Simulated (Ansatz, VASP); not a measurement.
Two plane-wave programs on Al2Ru

File POSCAR:

```
Al2Ru
1.0
   -1.5604216200      1.5604216200      4.2218055900
    1.5604216200     -1.5604216200      4.2218055900
    1.5604216200      1.5604216200     -4.2218055900
Al Ru
2 1
Direct
    0.6592021900      0.6592021900      0.0000000000
    0.3407978100      0.3407978100      0.0000000000
    0.0000000000      0.0000000000      0.0000000000
```

Contents of INCAR.step1:

```
PREC = Accurate ; ENCUT = 520
ISMEAR = -1 ; SIGMA = 0.5
LREAL = False ; LASPH = True
NELM = 100 ; NBANDS = 17
GGA = PE ; ALGO = Normal
EDIFF = 1E-4 ; LWAVE = True
LCHARG = False
```

File INCAR.step2:

```
PREC = Accurate ; ENCUT = 520
EDIFF = 1E-7 ; ISMEAR = -1
SIGMA = 0.5 ; LREAL = False
LASPH = True ; NELM = 100
ALGO = Normal ; ISIF = 2
LWAVE = False ; LCHARG = False
METAGGA = R2SCAN ; LMIXTAU = True
NBANDS = 17 ; ISTART = 1
```

The input KPOINTS:

```
regular mesh
0
Gamma
  18 18 18
```

Input for Ansatz:

```yaml
crystal:
  lattice:
    - [-1.56042162, 1.56042162, 4.22180559]
    - [1.56042162, -1.56042162, 4.22180559]
    - [1.56042162, 1.56042162, -4.22180559]
  atoms:
    - { symbol: Al, position: [0.65920219, 0.65920219, 0.0] }
    - { symbol: Al, position: [0.34079781, 0.34079781, 0.0] }
    - { symbol: Ru, position: [0.0, 0.0, 0.0] }
basis:
  ecutwfc: 500
kpoints:
  mp_grid: { grid: [18, 18, 18] }
hamiltonian:
  xc: r2scan
scf:
  occupations: { method: fermi_dirac, width: 0.5 }
output:
  forces: true
  stress: true
  eigenvalues: true
```

Alike in both runs: task single point; functional r2SCAN; k mesh 18 × 18 × 18; occupations fermi-dirac, width 0.5 eV; no spin polarisation.

|  | VASP | Ansatz |
| --- | --- | --- |
| version | VASP 6.6.1 | Ansatz 0.2.0 |
| potentials or method | VASP PAW PBE potentials, release 64 (Al, Ru_pv), cutoff 520 eV | scalar-relativistic, plane waves, PAW |
| valence electrons in the cell | 20 | 22 |

```csv
,VASP,Ansatz,Ansatz less VASP
pressure (GPa),2.3,2.4,+0.09
"traceless stress, the component that is largest in VASP (GPa)",-1.81,-1.75,+0.065
rms of the force components (eV/Å),0.037,0.044,+0.0071
```

VASP's potentials were made for PBE, not for r2SCAN. Atom by atom the forces differ by 0.007 eV/Å (rms over components). The functional is the same, so the differences come from potentials, cutoffs and numerics. VASP's potentials hold 20 valence electrons a cell and Ansatz's 22, so a difference there can come from the potentials and not from the codes.
